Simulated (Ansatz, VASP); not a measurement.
**LiH: VASP beside Ansatz**

```xyz
4
Lattice="3.2454 0.0000 0.0000 -1.6227 2.8196 0.0000 0.0000 0.0000 4.0684" Properties=species:S:1:pos:R:3 pbc="T T T"
Li    0.0000    1.8802   -0.2543
Li    1.6227    0.9394    1.7799
H     0.0000    1.8815    1.7799
H     1.6227    0.9381    3.8142
```

Change from the starting cell: uniaxial_x strain -0.3%.

Alike in both runs: task single point; functional HSE06; k mesh 6 × 6 × 4; no spin polarisation.

|  | VASP | Ansatz |
| --- | --- | --- |
| version | VASP 6.6.1 | Ansatz 0.2.0 |
| potentials or method | VASP PAW PBE potentials, release 64 (Li_sv, H) | plane waves, PAW |
| plane-wave cutoff (eV) | 520 | 420 |
| occupations | gaussian, width 0.01 eV | fixed |
| valence electrons in the cell | 8 | 8 |

|  | VASP | Ansatz | Ansatz less VASP |
| --- | --- | --- | --- |
| gap on the k mesh at the Fermi level (eV) | 2.74 | 2.74 | +0.003 |

Ansatz's warnings: stress exchange threshold loose, stress scf threshold loose.

Noted on VASP's run: the cutoff is short for stress, so the pressure is rough.
